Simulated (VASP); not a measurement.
A run of VASP 6.6.1:

The input INCAR:

```
SYSTEM = YbAl2Si2
  PREC = Accurate
  ENCUT = 690
  EDIFF = 1E-6
  ISMEAR = 1
  SIGMA = 0.15
  LREAL = .FALSE.
  LASPH = .TRUE.
  NELM = 300
  ALGO = All
  ISIF = 2
  LWAVE = .FALSE.
  LCHARG = .FALSE.
  GGA = PS
  NBANDS = 27
  GGA_COMPAT = .FALSE.
  LMAXMIX = 6
  ISEARCH = 1
  KPAR = 4
```

Contents of KPOINTS:

```
Automatic mesh
0
G
  7 7 4
  0 0 0
```

The input POSCAR:

```
YbAl2Si2
1.0
    3.9755119684      0.0000000000      0.0000000000
   -1.9877559842      3.4428948623      0.0000000000
    0.0000000000      0.0000000000      6.7575387475
Yb Al Si
1 2 2
Direct
    0.0000000000      0.0000000000      0.0000000000
    0.6666666667      0.3333333333      0.3683500000
    0.3333333333      0.6666666667      0.6316500000
    0.6666666667      0.3333333333      0.7383400000
    0.3333333333      0.6666666667      0.2616600000
```

Potentials or basis: VASP PAW PBE potentials, release 64 (Yb, Al, Si).

The run is started by

```bash
$ cat potpaw_PBE.64/Yb/POTCAR potpaw_PBE.64/Al/POTCAR potpaw_PBE.64/Si/POTCAR > POTCAR
$ mpirun -np 4 vasp_std > vasp.out
```

Hardware: 4 MPI ranks on Intel(R) Xeon(R) Platinum 8259CL CPU @ 2.50GHz (Skylake/Cascade Lake), with other jobs on the host.

Q: How long does it take, and how much memory?

A: Run time: 4.1 min on 4 MPI ranks on Intel(R) Xeon(R) Platinum 8259CL CPU @ 2.50GHz (Skylake/Cascade Lake) (shared host), peak memory 0.43 GiB a rank. Counts: scf iterations 46, k points 28.
